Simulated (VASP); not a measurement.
The system is AgI.

```
Ag I
1.0
     4.65087    0.00000    0.00000
    -2.32544    4.02777    0.00000
     0.00000    0.00000    7.59930
Ag I
2 2
Direct
  0.33333 0.66667 0.00000
  0.66667 0.33333 0.50000
  0.33333 0.66667 0.37500
  0.66667 0.33333 0.87500
```

Base run:

| Property | Result |
| --- | --- |
| Program | VASP 6.6.1 |
| Functional | r2SCAN |
| Potentials or basis | VASP PAW PBE potentials, release 64 (Ag, I) |
| Cutoff | 550 eV |
| k mesh | 6 × 6 × 4 |
| Occupations | gaussian, width 0.01 eV |
| Spin | no spin polarisation |

Its results: band gap on the k mesh 1.83 eV; pressure -0.1 GPa.

Q: The run is repeated on the same cell with these changes: functional from r2SCAN to PBE; cutoff from 550 eV to 500 eV. What comes out?

A: Band gap on the k mesh 1.37 eV; pressure 0.6 GPa.

Caveats: spin-orbit coupling is left out, which moves the levels of the heavy elements; the PAW data sets were made with another functional, which shifts forces and pressure a little (at least some runs).

